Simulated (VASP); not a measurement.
Wanted: the native input for a VASP 6.6.1 run.

```
Task                   : single point
Functional             : PBE
Potentials or basis    : VASP PAW PBE potentials, release 64 (N, Ga_d, H)
Cutoff                 : 520 eV
k mesh                 : 8 × 8 × 1
Occupations            : gaussian, width 0.05 eV
Spin                   : collinear spin
Starting moments       : [0.0, 0.0, 0.0, 0.0, 0.0, 0.0, 1.0] μB
Dipole correction      : yes
Further INCAR settings : ALGO = Normal; EDIFF = 1e-06; NBANDS = 40; NELMDL = -8
```

The structure of Ga3HN3 lies in POSCAR:

```
Ga3HN3
1.0
    3.2165072845      0.0000000000      0.0000000000
    0.0000000000      3.2165072845      0.0000000000
    0.0000000000      0.0000000000     21.2198073008
N Ga H
3 3 1
Direct
    0.0000000000      0.5000000000      0.1885031256
    0.5000000000      0.0000000000      0.2956866679
    0.0000000000      0.5000000000      0.4029970648
    0.5000000000      0.5000000000      0.2420948967
    0.0000000000      0.0000000000      0.3470972837
    0.5000000000      0.5000000000      0.4580535140
    0.6250000000      0.6250000000      0.5267293582
```

The input as run:

INCAR

```
SYSTEM = Ga3HN3
PREC     = Accurate       ! precision mode
ENCUT    = 520            ! plane-wave cutoff, eV
EDIFF    = 1E-6           ! SCF threshold, eV
ISMEAR   = 0              ! smearing method
SIGMA    = 0.05           ! smearing width, eV
LREAL    = .FALSE.        ! projectors in reciprocal space
LASPH    = .TRUE.         ! aspherical terms in the spheres
NELM     = 200            ! most SCF steps
ALGO     = Normal         ! electronic algorithm
ISIF     = 2              ! what is computed and relaxed
LWAVE    = .FALSE.        ! write WAVECAR
LCHARG   = .TRUE.         ! write CHGCAR
ISPIN    = 2              ! spin polarisation
MAGMOM   = 0 0 0 0 0 0 1  ! initial moments
LORBIT   = 11             ! projections on sites
LDIPOL   = .TRUE.       
IDIPOL   = 3            
DIPOL    = 0.5 0.5 0.352
GGA      = PE             ! functional
LELF     = .TRUE.         ! ELF
LVHAR    = .TRUE.       
LVACPOTAV= .TRUE.       
NBANDS   = 40             ! bands
GGA_COMPAT= .FALSE.      
NELMDL   = -8
```

KPOINTS

```
regular mesh
0
G
  8 8 1
  0 0 0
```

Potentials or basis: VASP PAW PBE potentials, release 64 (N, Ga_d, H).

Launch:

```console
$ cat potpaw_PBE.64/N/POTCAR potpaw_PBE.64/Ga_d/POTCAR potpaw_PBE.64/H/POTCAR > POTCAR
$ mpirun -np 1 vasp_std > vasp.out
```

Results of the run:

| Quantity | Value |
| --- | --- |
| Largest force | 2.390 eV/Å |
| Net moment | -0.09 μB per cell |
| Site moments | N -0.05, -0.02, +0.00; Ga -0.01, -0.00, +0.00; H +0.00 μB |
| Valence electrons inside the program's atomic spheres | N 3.46, 3.72, 3.68; Ga 11.81, 11.80, 11.70; H 0.53 |

Run time: 18 min on 1 thread of Intel(R) Xeon(R) Platinum 8488C (Sapphire Rapids), with other jobs on the host, peak memory 0.65 GiB.
